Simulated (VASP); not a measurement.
## H7C2O: single point with r2SCAN+D3(BJ)

H7C2O:

```
O C H
1.0
     8.20588    0.00000    0.00000
     0.00000    8.21283    0.00000
     0.00000    0.00000    8.25816
O C H
4 8 28
Cartesian
  5.4724 1.8372 7.1085
  6.7519 3.0201 8.5108
  3.2535 4.8833 4.2081
  3.4883 5.0557 6.4429
  5.7431 2.9193 7.8903
  2.9401 5.4291 5.4226
  5.5670 -0.5890 4.6967
  6.1504 6.7012 0.3076
  7.7457 4.0560 5.3508
  1.8391 1.6058 1.4116
  5.3840 2.7507 3.3981
  1.9697 0.9131 5.8398
  6.2050 1.2649 7.2918
  4.9966 3.6357 7.8244
  4.0049 4.2864 4.2877
  2.0687 6.0654 5.3722
  4.6983 -0.0432 4.2449
  6.4154 0.0973 4.6780
  5.8104 -1.4597 4.1206
  5.4630 -0.8788 5.7053
  6.7861 6.8861 -0.5331
  6.7135 6.1678 1.0341
  5.2815 6.0874 0.0428
  5.8325 7.5994 0.7556
  8.6350 4.3880 5.8404
  7.2604 3.2455 5.8517
  7.9603 3.7397 4.2862
  7.0557 4.9098 5.2828
  1.4454 1.0413 2.2018
  1.0294 1.8292 0.6981
  2.7397 1.2493 0.9476
  2.1486 2.5971 1.6429
  5.5233 3.8334 3.2318
  5.3128 2.4969 4.5105
  6.2026 2.3048 2.9185
  4.4898 2.4062 2.8998
  2.2269 0.2494 6.6678
  2.8965 1.0865 5.2260
  1.6773 1.9597 6.2145
  1.0818 0.4455 5.3773
```

- Program: VASP 6.6.1
- Task: single point
- Functional: r2SCAN
- Dispersion: D3(BJ)
- Potentials or basis: VASP PAW PBE potentials, release 64 (O_h, C_h, H_h)
- Cutoff: 910 eV
- k mesh: 1 × 1 × 1
- Occupations: fermi-dirac, width 0.02 eV
- Spin: no spin polarisation

The pressure is 0.1 GPa, the largest force is 3.016 eV/Å and the band gap on the k mesh is 5.57 eV. The dispersion energy per atom is -0.014 eV.

Forces in eV/Å, atoms in the order of the input:
```
O   -0.888  1.128  0.292
O    0.815  0.118  0.796
O   -1.031  1.453  0.481
O   -0.499  0.943 -0.696
C    0.809 -1.675 -0.767
C    1.383 -2.677  0.129
C   -0.023  1.302 -1.170
C   -0.502 -1.027 -0.255
C   -0.461  0.431 -2.103
C   -0.323  1.400 -1.882
C   -0.980  0.824  1.677
C    0.101  1.434  0.396
H    0.888 -1.060 -0.030
H   -1.743  1.457 -0.176
H    0.253 -0.223  0.337
H   -0.116  0.553 -0.222
H    0.660 -0.733  0.696
H    0.036 -0.031 -0.218
H    0.060 -0.362 -0.444
H   -0.732 -0.249  1.107
H    0.227  0.082 -0.585
H    0.560 -0.523  0.597
H    0.220  0.291 -0.162
H   -0.486  1.195  0.405
H    0.526 -0.083  0.385
H   -0.037 -0.363  0.352
H   -0.016  0.329  1.226
H    0.110 -0.276  0.129
H   -0.094 -0.655  1.197
H    0.401 -0.643 -0.083
H    0.001 -0.995 -0.387
H    0.013  0.923  1.183
H   -0.198 -0.397  0.165
H    0.299  0.350 -1.573
H    1.251 -0.848 -0.306
H   -0.366  0.032 -0.098
H    0.141  0.394  0.158
H   -1.264 -0.563  0.173
H    0.305 -1.685 -0.273
H    0.700  0.432 -0.451
```

Stress tensor (GPa, compression positive):
```
 0.42 -0.68  0.14
-0.68  0.06  0.10
 0.14  0.10 -0.17
```

Levels at points of the mesh, in eV from the valence-band top:
```
           k point  band 39  band 40  band 41  band 42  band 43  band 44  band 45  band 46
(0.00, 0.00, 0.00)    -1.34    -1.17    -0.15     0.00     5.57     5.89     6.20     7.81
```

Wall time 6.9 min on 1 thread of AMD EPYC 9R45 96-Core Processor (Zen 5) (shared host), peak memory 1.2 GiB.

Caveat: the k points lie up to 0.77 Å⁻¹ apart; the cutoff is under 1.25 times the usual one of these potentials, so pressure, stress and relaxed cells hold a basis-set (Pulay) error; the atoms stand as in a frame of molecular dynamics; the PAW data sets were made with another functional, which shifts forces and pressure a little.
